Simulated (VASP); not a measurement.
TiPd, 2 atoms in the cell. The structure is cubic, space group Pm-3m (No. 221). Conventional cell: a = 3.180 Å, b = 3.180 Å, c = 3.180 Å, α = 90.00°, β = 90.00°, γ = 90.00°. Ti (site symmetry m-3m) has 8 Pd at 2.75 Å and 6 Ti at 3.18 Å within 3.6 Å. Within 3.6 Å of Pd (site symmetry m-3m) lie 8 Ti at 2.75 Å and 6 Pd at 3.18 Å. 

| Quantity | Value |
| --- | --- |
| Program | VASP 6.6.1 |
| Task | relaxation of cell and atoms |
| Functional | PBEsol |
| Potentials or basis | VASP PAW PBE potentials, release 64 (Ti_sv, Pd) |
| Cutoff | 600 eV |
| k mesh | 6 × 6 × 6 |
| Occupations | fermi-dirac, width 0.05 eV |
| Spin | no spin polarisation |
| Dipole correction | no |
| Further INCAR settings | ALGO = Normal; EDIFF = 1e-07; IBRION = 2; EDIFFG = -0.01; NSW = 80; ISIF = 3 |

Potentials or basis: VASP PAW PBE potentials, release 64 (Ti_sv, Pd).

Launch:

```console
$ cat potpaw_PBE.64/Ti_sv/POTCAR potpaw_PBE.64/Pd/POTCAR > POTCAR
$ mpirun -np 1 vasp_std > vasp.out
```

Hardware: 1 thread of Intel(R) Xeon(R) Platinum 8259CL CPU @ 2.50GHz (Skylake/Cascade Lake), on a shared host.

Problem. Estimate the wall time of this run.

Solution. Run time: 56 s on 1 thread of Intel(R) Xeon(R) Platinum 8259CL CPU @ 2.50GHz (Skylake/Cascade Lake) (shared host), peak memory 0.17 GiB. Counts: scf iterations 47, k points 20, ion steps 4.
